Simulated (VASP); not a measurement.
# ZrO2 (Fm-3m) in VASP: a series of runs

The runs below take ZrO2 through single point, with PBE.

All numbers are computed with VASP 6.6.1; they aren't measurements. Logs are shortened: lines on timing, memory, paths and dates and some standing lists are left out, and cuts for length are marked.

## Step 1: The cell of the first run

The structure is cubic, space group Fm-3m (No. 225). Conventional cell: a = 5.166 Å, b = 5.166 Å, c = 5.166 Å, α = 90.00°, β = 90.00°, γ = 90.00°. Within 3.0 Å of Zr (site symmetry m-3m) lie 8 O at 2.24 Å. O (site symmetry -43m) has 4 Zr at 2.24 Å and 6 O at 2.58 Å within 3.0 Å.

## Step 2: Single point, PBE (11.49 Å³/atom)

INCAR

```
SYSTEM = ZrO2
ALGO     = Normal         ! electronic algorithm
EDIFF    = 1E-6           ! SCF threshold, eV
ENCUT    = 600            ! plane-wave cutoff, eV
GGA      = PE             ! functional
GGA_COMPAT= .False.      
ISIF     = 2              ! what is computed and relaxed
ISMEAR   = 0              ! smearing method
LASPH    = .True.         ! aspherical terms in the spheres
LCHARG   = .False.        ! write CHGCAR
LREAL    = .False.        ! projectors in reciprocal space
LWAVE    = .False.        ! write WAVECAR
NBANDS   = 19             ! bands
NELM     = 120            ! most SCF steps
PREC     = Accurate       ! precision mode
SIGMA    = 0.02           ! smearing width, eV
```

KPOINTS

```
k-points
0
Gamma
  8 8 8
  0 0 0
```

POSCAR

```
ZrO2
1.0
    0.0000000000      2.5832255735      2.5832255735
    2.5832255735      0.0000000000      2.5832255735
    2.5832255735      2.5832255735      0.0000000000
Zr O
1 2
Direct
    0.0000000000      0.0000000000      0.0000000000
    0.2500000000      0.2500000000      0.2500000000
    0.7500000000      0.7500000000      0.7500000000
```

Potentials or basis: VASP PAW PBE potentials, release 64 (Zr_sv, O).

Run with:

```sh
$ cat potpaw_PBE.64/Zr_sv/POTCAR potpaw_PBE.64/O/POTCAR > POTCAR
$ mpirun -np 1 vasp_std > vasp.out
```

OUTCAR:

```text
SYSTEM = ZrO2
   EDIFF = 1E-6
   ENCUT = 600
   GGA = PE
   ISIF = 2
   ISMEAR = 0
   LASPH = .True.
   LREAL = .False.
   NELM = 120
   PREC = Accurate

 ion  position               nearest neighbor table
   1  0.000  0.000  0.000-   3 2.24   3 2.24   3 2.24   2 2.24   3 2.24   2 2.24   2 2.24   2 2.24

   2  0.250  0.250  0.250-   1 2.24   1 2.24   1 2.24   1 2.24
   3  0.750  0.750  0.750-   1 2.24   1 2.24   1 2.24   1 2.24

  LATTYP: Found a face centered cubic cell.
 ALAT       =     5.1664511470

  Lattice vectors:

 A1 = (   0.0000000000,   2.5832255735,   2.5832255735)
 A2 = (   2.5832255735,   0.0000000000,   2.5832255735)
 A3 = (   2.5832255735,   2.5832255735,   0.0000000000)

Analysis of symmetry for initial positions (statically):
=====================================================================
 Subroutine PRICEL returns:
 Original cell was already a primitive cell.

 Routine SETGRP: Setting up the symmetry group for a
 face centered cubic supercell.

 Subroutine GETGRP returns: Found 48 space group operations
 (whereof 48 operations were pure point group operations)
 out of a pool of 48 trial point group operations.

The static configuration has the point symmetry O_h .

Analysis of symmetry for dynamics (positions and initial velocities):
=====================================================================
 Subroutine PRICEL returns:
 Original cell was already a primitive cell.

 Routine SETGRP: Setting up the symmetry group for a
 face centered cubic supercell.

 Subroutine GETGRP returns: Found 48 space group operations
 (whereof 48 operations were pure point group operations)
 out of a pool of 48 trial point group operations.

The dynamic configuration has the point symmetry O_h .

 Subroutine INISYM returns: Found 48 space group operations
 (whereof 48 operations are pure point group operations),
 and found     1 'primitive' translations

----------------------------------------------------------------------------------------

                                     Primitive cell

  volume of cell :      34.4760

  direct lattice vectors                    reciprocal lattice vectors
     0.000000000  2.583225574  2.583225574    -0.193556461  0.193556461  0.193556461
     2.583225574  0.000000000  2.583225574     0.193556461 -0.193556461  0.193556461
     2.583225574  2.583225574  0.000000000     0.193556461  0.193556461 -0.193556461

  length of vectors
     3.653232641  3.653232641  3.653232641     0.335249625  0.335249625  0.335249625

  position of ions in fractional coordinates (direct lattice)
     0.000000000  0.000000000  0.000000000
     0.250000000  0.250000000  0.250000000
     0.750000000  0.750000000  0.750000000

  ion indices of the primitive-cell ions
   primitive index   ion index
                 1           1
                 2           2
                 3           3

----------------------------------------------------------------------------------------

 KPOINTS: k-points

Automatic generation of k-mesh.
 Grid dimensions read from file:
 generate k-points for:    8    8    8

 Generating k-lattice:

  Cartesian coordinates                     Fractional coordinates (reciprocal lattice)
    -0.024194558  0.024194558  0.024194558     0.125000000  0.000000000  0.000000000
     0.024194558 -0.024194558  0.024194558     0.000000000  0.125000000  0.000000000
     0.024194558  0.024194558 -0.024194558     0.000000000  0.000000000  0.125000000

  Length of vectors
     0.041906203  0.041906203  0.041906203

  Shift w.r.t. Gamma in fractional coordinates (k-lattice)
     0.000000000  0.000000000  0.000000000

 Subroutine IBZKPT returns following result:
 ===========================================

 Found     29 irreducible k-points:

 Following reciprocal coordinates:
            Coordinates               Weight
  0.000000  0.000000  0.000000      1.000000
  0.125000  0.000000  0.000000      8.000000
  0.250000  0.000000  0.000000      8.000000
  0.375000  0.000000  0.000000      8.000000
  0.500000  0.000000  0.000000      4.000000
  0.125000  0.125000  0.000000      6.000000
[... 16 lines left out ...]
  0.500000  0.250000  0.125000     48.000000
 -0.375000  0.250000  0.125000     24.000000
 [... further k-points ...]
   k-points           NKPTS =     29   k-points in BZ     NKDIM =     29   number of bands    NBANDS=     19
   number of dos      NEDOS =    301   number of ions     NIONS =      3
   total plane-waves  NPLWV =  27000
   dimension x,y,z NGX =    30 NGY =   30 NGZ =   30
   dimension x,y,z NGXF=    60 NGYF=   60 NGZF=   60
   ions per type =               1   2
   NGX,Y,Z   is equivalent  to a cutoff of  13.65, 13.65, 13.65 a.u.
   NGXF,Y,Z  is equivalent  to a cutoff of  27.30, 27.30, 27.30 a.u.
 SYSTEM =  ZrO2
   PREC   = accura    normal or accurate (medium, high low for compatibility)
   ISTART =      0    job   : 0-new  1-cont  2-samecut
   ICHARG =      2    charge: 1-file 2-atom 10-const
   ISPIN  =      1    spin polarized calculation?
   LNONCOLLINEAR =      F non collinear calculations
   LSORBIT =      F    spin-orbit coupling
   LASPH  =      T    aspherical Exc in radial PAW
   ENCUT  =  600.0 eV  44.10 Ry    6.64 a.u.   7.30  7.30  7.30*2*pi/ulx,y,z
   NELM   =    120;   NELMIN=  2; NELMDL= -5     # of ELM steps
   EDIFF  = 0.1E-05   stopping-criterion for ELM
   LREAL  =      F    real-space projection
   EDIFFG = 0.1E-04   stopping-criterion for IOM
   NSW    =      0    number of steps for IOM
   IBRION =     -1    ionic relax: 0-MD 1-quasi-New 2-CG
   NFREE  =      0    steps in history (QN), initial steepest desc. (CG)
   ISIF   =      2    stress and relaxation
   ISYM   =      2    0-nonsym 1-usesym 2-fastsym
   POTIM  = 0.5000    time-step for ionic-motion
   TEBEG  =    0.0;   TEEND  =   0.0 temperature during run
   PSTRESS=    0.0 pullay stress
   NELECT =      24.0000    total number of electrons
   NUPDOWN=      -1.0000    fix difference up-down
   EMIN   =  10.00;   EMAX   =-10.00  energy-range for DOS
   EFERMI =   0.00;   METHOD = LEGACY
   ISMEAR =     0;   SIGMA  =   0.02  broadening in eV -4-tet -1-fermi 0-gaus
   EFERMI_NEDOS =   21; number of points for ismear=-14 and -15
   IALGO  =     38    algorithm
   IMIX   =      4    mixing-type and parameters
     AMIX     =   0.40;   BMIX     =  1.00
     AMIX_MAG =   1.60;   BMIX_MAG =  1.00
  volume/ion in A,a.u.               =      11.49        77.55
  Fermi-wavevector in a.u.,A,eV,Ry     =   1.450907  2.741817 28.642048  2.105131
  Thomas-Fermi vector in A             =   2.568465
   LORBIT       =      0    0 simple, 1 ext, 2 COOP (PROOUT), +10 PAW based schemes
   GGA     = PE    functional components
   LHFCALC =     F    Hartree Fock is set to
   AEXX    =    0.0000 exact exchange contribution
   IVDW    =     0    specifies the selected vdW correction
   LEPSILON=     F    determine dielectric tensor
   LRPA    =     F    only Hartree local field effects (RPA)
 non-spin polarized calculation
 Gauss-broadening in eV      SIGMA  =   0.02
  energy-cutoff  :      600.00
  volume of cell :       34.48
 maximum number of plane-waves:      1174
 NGX is ok and might be reduce to    30
   NGX = 15   NGY = 15   NGZ = 15

 number of electron      23.9999996 magnetization

 Free energy of the ion-electron system (eV)
  ---------------------------------------------------
  ext. energy  EPLUGINS =         0.00000000
  ---------------------------------------------------
  free energy    TOTEN  =       -28.55564190 eV

  energy without entropy =      -28.55564190  energy(sigma->0) =      -28.55564190

 E-fermi :   6.9084     XC(G=0): -11.5438

 val. band max:        6.7243625877   @ k =   0.5000   0.5000   0.0000
 cond. band min:       9.9532100202   @ k =   0.0000   0.0000   0.0000
 fundamental gap:      3.2288474326
 Fermi energy:         6.9084277553

 k-point     1 :       0.0000    0.0000    0.0000
  band No.  band energies     occupation
      1     -41.5767      2.00000
      2     -19.3901      2.00000
      3     -19.3901      2.00000
      4     -19.3901      2.00000
      5     -11.2584      2.00000
      6      -8.8653      2.00000
[... 11 lines left out ...]
     18      15.5608      0.00000
     19      20.7532      0.00000

 k-point     2 :       0.1250    0.0000    0.0000
  band No.  band energies     occupation
      1     -41.5713      2.00000
      2     -19.4789      2.00000
      3     -19.3986      2.00000
      4     -19.3986      2.00000
      5     -11.0681      2.00000
      6      -9.0055      2.00000
[... 11 lines left out ...]
     18      15.3542      0.00000
     19      20.3734      0.00000

 k-point     3 :       0.2500    0.0000    0.0000
  band No.  band energies     occupation
      1     -41.5584      2.00000
      2     -19.6819      2.00000
      3     -19.4190      2.00000
      4     -19.4190      2.00000
      5     -10.6457      2.00000
      6      -9.2714      2.00000
[... 11 lines left out ...]
     18      15.3998      0.00000
     19      19.6289      0.00000

 k-point     4 :       0.3750    0.0000    0.0000
  band No.  band energies     occupation
      1     -41.5454      2.00000
      2     -19.8709      2.00000
      3     -19.4393      2.00000
      4     -19.4393      2.00000
      5     -10.3671      2.00000
      6      -9.3468      2.00000
[... 11 lines left out ...]
     18      15.8644      0.00000
     19      19.5883      0.00000

 k-point     5 :       0.5000    0.0000    0.0000
  band No.  band energies     occupation
      1     -41.5400      2.00000
      2     -19.9456      2.00000
      3     -19.4477      2.00000
      4     -19.4477      2.00000
      5     -10.3342      2.00000
      6      -9.2817      2.00000
[... 11 lines left out ...]
     18      15.6224      0.00000
     19      20.0539      0.00000

 k-point     6 :       0.1250    0.1250    0.0000
  band No.  band energies     occupation
      1     -41.5695      2.00000
      2     -19.4887      2.00000
      3     -19.4112      2.00000
      4     -19.4112      2.00000
      5     -11.0000      2.00000
      6      -9.0550      2.00000
[... 11 lines left out ...]
     18      15.2705      0.00000
     19      20.4582      0.00000

 k-point     7 :       0.2500    0.1250    0.0000
  band No.  band energies     occupation
      1     -41.5591      2.00000
      2     -19.6387      2.00000
      3     -19.4350      2.00000
      4     -19.4346      2.00000
      5     -10.6360      2.00000
      6      -9.2912      2.00000
[... 11 lines left out ...]
     18      15.2876      0.00000
     19      20.1404      0.00000

 k-point     8 :       0.3750    0.1250    0.0000
  band No.  band energies     occupation
      1     -41.5462      2.00000
      2     -19.8141      2.00000
      3     -19.4728      2.00000
      4     -19.4549      2.00000
      5     -10.2794      2.00000
      6      -9.4439      2.00000
[... 256 lines left out ...]
 k-point    20 :      -0.3750    0.3750    0.0000
  band No.  band energies     occupation
      1     -41.5289      2.00000
      2     -19.8690      2.00000
      3     -19.6770      2.00000
      4     -19.5054      2.00000
      5      -9.8471      2.00000
      6      -9.5130      2.00000
[... 11 lines left out ...]
     18      18.5931      0.00000
     19      20.9747      0.00000

 k-point    21 :       0.5000    0.5000    0.0000
  band No.  band energies     occupation
      1     -41.5279      2.00000
      2     -19.9899      2.00000
      3     -19.5332      2.00000
      4     -19.5332      2.00000
      5      -9.9663      2.00000
      6      -9.3847      2.00000
[... 11 lines left out ...]
     18      19.6442      0.00000
     19      20.0066      0.00000

 k-point    22 :       0.3750    0.2500    0.1250
  band No.  band energies     occupation
      1     -41.5487      2.00000
      2     -19.7455      2.00000
      3     -19.5084      2.00000
      4     -19.4457      2.00000
      5     -10.2694      2.00000
      6      -9.4963      2.00000
[... 11 lines left out ...]
     18      16.0980      0.00000
     19      20.3297      0.00000

 k-point    23 :       0.5000    0.2500    0.1250
  band No.  band energies     occupation
      1     -41.5383      2.00000
      2     -19.8354      2.00000
      3     -19.5820      2.00000
      4     -19.4688      2.00000
      5     -10.0086      2.00000
      6      -9.5598      2.00000
[... 11 lines left out ...]
     18      16.9789      0.00000
     19      20.4215      0.00000

 k-point    24 :      -0.3750    0.2500    0.1250
  band No.  band energies     occupation
      1     -41.5339      2.00000
      2     -19.8694      2.00000
      3     -19.6126      2.00000
      4     -19.4802      2.00000
      5      -9.9998      2.00000
      6      -9.4762      2.00000
[... 11 lines left out ...]
     18      17.1457      0.00000
     19      20.6214      0.00000

 [... further k-points ...]

------------------------ aborting loop because EDIFF is reached ----------------------------------------

  FORCE on cell =-STRESS in cart. coord.  units (eV):
  Direction    XX          YY          ZZ          XY          YZ          ZX
  --------------------------------------------------------------------------------------
  -------------------------------------------------------------------------------------
  Total       -1.3993882     -1.3993882     -1.3993882      0.0000000     -0.0000000      0.0000000
  in kB      -65.0327013    -65.0327013    -65.0327013      0.0000000     -0.0000000      0.0000000
  external PRESSURE =     -65.0327013 kB  Pullay stress =       0.0000000 kB

 VOLUME and BASIS-vectors are now :
 -----------------------------------------------------------------------------
  energy-cutoff  :      600.00
  volume of cell :       34.48
      direct lattice vectors                 reciprocal lattice vectors
     0.000000000  2.583225574  2.583225574    -0.193556461  0.193556461  0.193556461
     2.583225574  0.000000000  2.583225574     0.193556461 -0.193556461  0.193556461
     2.583225574  2.583225574  0.000000000     0.193556461  0.193556461 -0.193556461

 POSITION                                       TOTAL-FORCE (eV/Angst)
 -----------------------------------------------------------------------------------
      0.00000      0.00000      0.00000         0.000000     -0.000000     -0.000000
      1.29161      1.29161      1.29161        -0.000000     -0.000000     -0.000000
      3.87484      3.87484      3.87484         0.000000      0.000000      0.000000
 -----------------------------------------------------------------------------------
    total drift:                                0.000000     -0.000000      0.000000

  FREE ENERGIE OF THE ION-ELECTRON SYSTEM (eV)
  ---------------------------------------------------
  free  energy   TOTEN  =       -28.5556418953 eV

  energy  without entropy=      -28.5556418953  energy(sigma->0) =      -28.55564190
```

Run time: 16 s. Hardware: 1 thread of Intel Xeon 6975P-C (Granite Rapids), shared host; peak memory 0.17 GiB.

Results:

```yaml
Free_energy: -28.5556 eV
Pressure: -6.5 GPa
Band_gap_on_the_k_mesh: 3.23 eV (least direct gap 3.64 eV)
```

Caveat: the cell stands under tension.

## Step 3: Single point, PBE (11.83 Å³/atom)

This run uses another cell than the first one, of 11.83 Å³/atom.

INCAR

```
  PREC = Accurate
  ENCUT = 600
  EDIFF = 1E-6
  ISMEAR = 0
  SIGMA = 0.02
  LREAL = F
  LASPH = T
  NELM = 120
  ALGO = Normal
  ISIF = 2
  LWAVE = F
  LCHARG = F
  GGA = PE
  NBANDS = 19
  GGA_COMPAT = F
```

KPOINTS

```
regular mesh
0
Gamma
  8 8 8
```

POSCAR

```
ZrO2
1.0
    0.0000000000      2.6080658047      2.6080658047
    2.6080658047      0.0000000000      2.6080658047
    2.6080658047      2.6080658047      0.0000000000
Zr O
1 2
Direct
    0.0000000000      0.0000000000      0.0000000000
    0.2500000000      0.2500000000      0.2500000000
    0.7500000000      0.7500000000      0.7500000000
```

Potentials or basis: VASP PAW PBE potentials, release 64 (Zr_sv, O).

Run with:

```sh
$ cat potpaw_PBE.64/Zr_sv/POTCAR potpaw_PBE.64/O/POTCAR > POTCAR
$ mpirun -np 1 vasp_std > vasp.out
```

Wall time 15 s (1 thread of Intel Xeon 6975P-C (Granite Rapids), shared host); peak memory 0.17 GiB.

The run converged. Its results:

- Free energy: -28.4995 eV
- Pressure: -12.1 GPa
- Band gap on the k mesh: 3.15 eV (least direct gap 3.54 eV)

Levels at points of the mesh, in eV from the valence-band top:
```
           k point  band 10  band 11  band 12  band 13  band 14  band 15
(0.00, 0.00, 0.00)    -0.51    -0.51    -0.51     3.15     3.15     6.04
(0.50, 0.00, 0.00)    -2.39    -1.58    -1.58     3.70     3.70     5.44
(0.50, 0.50, 0.00)    -1.41    -1.41     0.00     3.54     4.35     5.20
```

Caveat: the cell stands under tension.
